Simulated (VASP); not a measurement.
Runs of VASP 6.6.1 on Ni. The structure is that of space group Fm-3m (No. 225), or close to it. The cells are those of the table. 

```csv
spin,fixed moment (μB),cell,gap on the mesh (eV),pressure (GPa),moment (μB)
"collinear, ferromagnetic start",0.25,"a = 2.266 Å, angles 60.0°, 1 atom",-,79.6,0.25
off,-,"a = 2.266 Å, angles 60.0°, 1 atom",none,78.7,-
"collinear, ferromagnetic start",0.25,"a = 2.515 Å, angles 60.0°, 1 atom",-,-22.4,0.25
"collinear, ferromagnetic start",0.875,"a = 2.421 Å, angles 60.0°, 1 atom",-,(b),0.87
off,-,"a = 2.320 Å, angles 60.0°, 1 atom",none,(a),-
"collinear, ferromagnetic start",0.75,"a = 2.515 Å, angles 60.0°, 1 atom",-,-20.9,0.75
"collinear, ferromagnetic start",0.5,"a = 2.515 Å, angles 60.0°, 1 atom",-,-22.1,0.50
"collinear, ferromagnetic start",0.875,"a = 2.515 Å, angles 60.0°, 1 atom",-,-19.9,0.88
"collinear, ferromagnetic start",0.25,"a = 2.469 Å, angles 60.0°, 1 atom",-,-13.5,0.25
off,-,"a = 2.559 Å, angles 60.0°, 1 atom",none,-28.5,-
collinear,0.125,"a = 2.266 Å, angles 60.0°, 1 atom",-,79.2,0.12
"collinear, ferromagnetic start",1.0,"a = 2.515 Å, angles 60.0°, 1 atom",-,-18.6,1.00
```

Alike in all rows: task single point; level LDA; potentials or basis VASP PAW LDA potentials, release 64 (Ni); k mesh 24 × 24 × 24; cutoff (eV) 520; smearing gaussian 0.15 eV.

Estimate the missing entries.

(a) 42.1; (b) 2.4.

Caveats: the total moment is fixed, so each spin has its own Fermi level (at least some runs); the cell stands under tension (at least some runs); the cell stands under pressure (at least some runs).

A gap of «none» marks levels without a gap at the run's occupations.
